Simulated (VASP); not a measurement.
A run of VASP 6.6.1 is set up as follows.

Contents of INCAR:

```
ALGO = Fast
EDIFF = 1E-6
ENCUT = 520
GGA = PE
ISIF = 2
ISMEAR = -1
LASPH = True
LCHARG = False
LREAL = False
LWAVE = False
NBANDS = 9
NELM = 60
PREC = Accurate
SIGMA = 0.05
```

KPOINTS

```
k-points
0
Gamma
  8 8 4
```

The input POSCAR:

```
Mg
1.0
    3.2093000000      0.0000000000      0.0000000000
   -1.6046500000      2.7793353284      0.0000000000
    0.0000000000      0.0000000000      5.4187120000
Mg
2
Direct
    0.6666666667      0.3333333333      0.7500000000
    0.3333333333      0.6666666667      0.2500000000
```

Potentials or basis: VASP PAW PBE potentials, release 64 (Mg).

The run is started by

```bash
$ cat potpaw_PBE.64/Mg/POTCAR > POTCAR
$ mpirun -np 1 vasp_std > vasp.out
```

Problem. Predict the band gap on the k mesh.

Solution. Zero (band 2 reaches 3.43 eV, above the bottom of band 3 at 0.78 eV).

Problem. Estimate the pressure.

Solution. -1.8 GPa.

Stress tensor (GPa, compression positive):
```
-1.07  0.00  0.00
 0.00 -1.07  0.00
 0.00  0.00 -3.36
```
